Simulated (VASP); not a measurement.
Write the native input for VASP 6.6.1 that does the following.

| Item | Value |
| --- | --- |
| Task | single point |
| Functional | r2SCAN |
| Potentials or basis | VASP PAW PBE potentials, release 64 (Ir) |
| Cutoff | 520 eV |
| k mesh | 18 × 18 × 18 |
| Occupations | gaussian, width 0.1 eV |
| Spin | no spin polarisation |
| Dipole correction | no |
| Further INCAR settings | ALGO = Normal; EDIFF = 1e-07; NBANDS = 10 |

Ir:

```xyz
1
Lattice="0.0000 1.8828 1.8828 1.8828 0.0000 1.8828 1.8828 1.8828 0.0000" Properties=species:S:1:pos:R:3 pbc="T T T"
Ir    0.0000    0.0000    0.0000
```

This cell differs from its parent crystal: volume scaled by 0.94.

One way to write it, as run:

POSCAR

```
Ir
1.0
    0.0000000000      1.8828426517      1.8828426517
    1.8828426517      0.0000000000      1.8828426517
    1.8828426517      1.8828426517      0.0000000000
Ir
1
Direct
    0.0000000000      0.0000000000      0.0000000000
```

INCAR.step1

```
SYSTEM = Ir
  ALGO = Normal
  EDIFF = 1E-4
  ENCUT = 520
  GGA = PE
  ISMEAR = 0
  LASPH = .TRUE.
  LCHARG = .FALSE.
  LREAL = .FALSE.
  LWAVE = .TRUE.
  NBANDS = 10
  NELM = 100
  PREC = Accurate
  SIGMA = 0.1
```

INCAR.step2

```
SYSTEM = Ir
  ALGO = Normal
  EDIFF = 1E-7
  ENCUT = 520
  ISIF = 2
  ISMEAR = 0
  ISTART = 1
  LASPH = .TRUE.
  LCHARG = .FALSE.
  LMIXTAU = .TRUE.
  LREAL = .FALSE.
  LWAVE = .FALSE.
  METAGGA = R2SCAN
  NBANDS = 10
  NELM = 100
  PREC = Accurate
  SIGMA = 0.1
```

KPOINTS

```
k-points
0
G
  18 18 18
  0 0 0
```

Potentials or basis: VASP PAW PBE potentials, release 64 (Ir).

Launch:

```bash
$ cat potpaw_PBE.64/Ir/POTCAR > POTCAR
$ cp INCAR.step1 INCAR
$ mpirun -np 1 vasp_std > vasp.out
$ cp INCAR.step2 INCAR
$ mpirun -np 1 vasp_std > vasp.out
```

Results of the run:

The pressure is 30.8 GPa.

Caveat: the PAW data sets were made with another functional, which shifts forces and pressure a little.

It took 84 s on 1 thread of Intel(R) Xeon(R) Platinum 8259CL CPU @ 2.50GHz (Skylake/Cascade Lake), with other jobs on the host, peak memory 0.15 GiB.
